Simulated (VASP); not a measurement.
Crystal: Cd3Re.

```
Cd Re
1.0
     4.28750    0.00000    0.00000
     0.00000    4.28750    0.00000
     0.00000    0.00000    4.28750
Cd Re
3 1
Cartesian
  0.0000 0.0000 0.0000
  0.0000 2.1437 2.1437
  2.1437 0.0000 2.1437
  2.1437 2.1437 0.0000
```

* Program: VASP 6.6.1
* Task: relaxation of cell and atoms
* Functional: LDA
* Potentials or basis: VASP PAW LDA potentials, release 64 (Cd, Re)
* Cutoff: 600 eV
* k mesh: 4 × 4 × 4
* Occupations: fermi-dirac, width 0.05 eV
* Spin: no spin polarisation

At the start: pressure -13.9 GPa; volume 19.70 Å³/atom.

Q: How do energy, volume and symmetry change on relaxing?

A: Over 4 steps the energy falls by 121.8 meV/atom and the volume is 17.28 Å³/atom (-12.3 %); space group Pm-3m (No. 221, to 0.1 Å) before and after.

Step by step:
| step | energy change (eV) | largest force (eV/Å) | pressure (GPa) | volume (Å³) |
| --- | --- | --- | --- | --- |
| 1 | 0.0000 | 0.0000 | -13.94 | 78.82 |
| 2 | 0.1148 | 0.0000 | 26.65 | 60.83 |
| 3 | -0.4869 | 0.0000 | -0.47 | 69.31 |
| 4 | -0.4872 | 0.0000 | -0.09 | 69.13 |

Final structure:
```
Cd Re
1.0
     4.10407    0.00000    0.00000
     0.00000    4.10407    0.00000
     0.00000    0.00000    4.10407
Cd Re
3 1
Direct
  0.00000 0.00000 0.00000
  0.00000 0.50000 0.50000
  0.50000 0.00000 0.50000
  0.50000 0.50000 0.00000
```

Caveat: the k points lie up to 0.38 Å⁻¹ apart in the final cell, too coarse for converged energies and pressures of a metal.
